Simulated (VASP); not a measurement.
Here is a VASP 6.6.1 calculation.

INCAR

```
SYSTEM = AlRu
PREC = Accurate
ENCUT = 400
EDIFF = 1E-8
ISMEAR = -1
SIGMA = 0.08
LREAL = .FALSE.
LASPH = .TRUE.
NELM = 120
ALGO = Normal
ISIF = 2
LWAVE = .FALSE.
LCHARG = .FALSE.
GGA = PE
LEFG = .TRUE.
NBANDS = 16
GGA_COMPAT = .FALSE.
```

KPOINTS

```
Automatic mesh
0
G
  14 14 14
  0 0 0
```

Contents of POSCAR:

```
AlRu
1.0
    2.8719360000      0.0000000000      0.0000000000
    0.0000000000      2.8719360000      0.0000000000
    0.0000000000      0.0000000000      2.9916000000
Al Ru
1 1
Direct
    0.0000000000      0.0000000000      0.0000000000
    0.5000000000      0.5000000000      0.5000000000
```

Potentials or basis: VASP PAW PBE potentials, release 64 (Al, Ru_pv).

Command:

```console
$ cat potpaw_PBE.64/Al/POTCAR potpaw_PBE.64/Ru_pv/POTCAR > POTCAR
$ mpirun -np 1 vasp_std > vasp.out
```

Question: What does it give for the pressure?

Answer: 23.4 GPa.

Question: Predict the band gap on the k mesh.

Answer: Zero (an odd number of electrons rules out a gap without spin polarisation).

Stress tensor (GPa, compression positive):
```
26.18  0.00  0.00
 0.00 26.18  0.00
 0.00  0.00 17.74
```

Caveat: the cell differs from its parent crystal (x and y stretched by -4 %, z held); the stress differs along the axes, from 18 to 26 GPa; without QUAD_EFG the Cq values of the log hold for a quadrupole moment of 1 mb, not for the nuclei.
